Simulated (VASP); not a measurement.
A run of VASP 6.6.1:

Contents of INCAR:

```
SYSTEM = AlCo
  PREC = Accurate
  ENCUT = 520
  EDIFF = 1E-6
  ISMEAR = 0
  SIGMA = 0.15
  LREAL = .FALSE.
  LASPH = .TRUE.
  NELM = 100
  ALGO = Fast
  ISIF = 2
  LWAVE = .FALSE.
  LCHARG = .TRUE.
  GGA = PE
  LELF = .TRUE.
  LVHAR = .TRUE.
  NBANDS = 13
```

The input KPOINTS:

```
Automatic mesh
0
G
  22 22 22
  0 0 0
```

Contents of POSCAR:

```
AlCo
1.0
    2.9944975158      0.0000000000      0.0000000000
    0.0000000000      2.9944975158      0.0000000000
    0.0000000000      0.0000000000      2.8519023960
Al Co
1 1
Direct
    0.0000000000      0.0000000000      0.0000000000
    0.5000000000      0.5000000000      0.5000000000
```

Potentials or basis: VASP PAW PBE potentials, release 64 (Al, Co).

Launch:

```sh
$ cat potpaw_PBE.64/Al/POTCAR potpaw_PBE.64/Co/POTCAR > POTCAR
$ mpirun -np 1 vasp_std > vasp.out
```

Hardware: 1 thread of AMD EPYC 9R45 96-Core Processor (Zen 5) (shared host).

**Question.** How long does it take, and how much memory?

**Answer.** Run time: 2.8 min on 1 thread of AMD EPYC 9R45 96-Core Processor (Zen 5), on a shared host, peak memory 0.39 GiB. Counts: scf iterations 15, k points 936.
